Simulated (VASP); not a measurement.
Wanted: the native input for a VASP 6.6.1 run.

| Quantity | Value |
| --- | --- |
| Task | single point |
| Functional | PBEsol |
| Potentials or basis | VASP PAW PBE potentials, release 64 (Cd, F) |
| Cutoff | 520 eV |
| k mesh | 8 × 8 × 8 |
| Occupations | gaussian, width 0.05 eV |
| Spin | no spin polarisation |
| Dipole correction | no |
| Further INCAR settings | ALGO = Normal; EDIFF = 1e-06; NBANDS = 20 |

The structure of CdF2 lies in POSCAR:

```
CdF2
1.0
    0.0000000000      2.6940000000      2.6940000000
    2.6940000000      0.0000000000      2.6940000000
    2.6940000000      2.6940000000      0.0000000000
Cd F
1 2
Direct
    0.0046399406     -0.0046399406      0.0046399406
    0.2500000000      0.2500000000      0.2500000000
    0.7500000000      0.7500000000      0.7500000000
```

This cell differs from its parent crystal: all Cd atoms moved +0.025 Å, as atom 1 along Cartesian [0 1 0].

These files were run (other wordings do the same):

INCAR

```
PREC = Accurate
ENCUT = 520
EDIFF = 1E-6
ISMEAR = 0
SIGMA = 0.05
LREAL = F
LASPH = T
NELM = 80
ALGO = Normal
ISIF = 2
LWAVE = F
LCHARG = F
GGA = PS
NBANDS = 20
```

KPOINTS

```
Automatic mesh
0
Gamma
  8 8 8
```

Potentials or basis: VASP PAW PBE potentials, release 64 (Cd, F).

Run with:

```sh
$ cat potpaw_PBE.64/Cd/POTCAR potpaw_PBE.64/F/POTCAR > POTCAR
$ mpirun -np 1 vasp_std > vasp.out
```

It gave:

The pressure is 0.6 GPa and the largest force is 0.134 eV/Å. The band gap on the k mesh is 2.90 eV, indirect (least direct gap 3.39 eV).

Caveat: the cell differs from its parent crystal (all Cd atoms moved +0.025 Å, as atom 1 along Cartesian [0 1 0]); the PAW data sets were made with another functional, which shifts forces and pressure a little.

Wall time 44 s on 1 thread of AMD EPYC 7R13 Processor (Zen 3), on a shared host, peak memory 0.15 GiB.
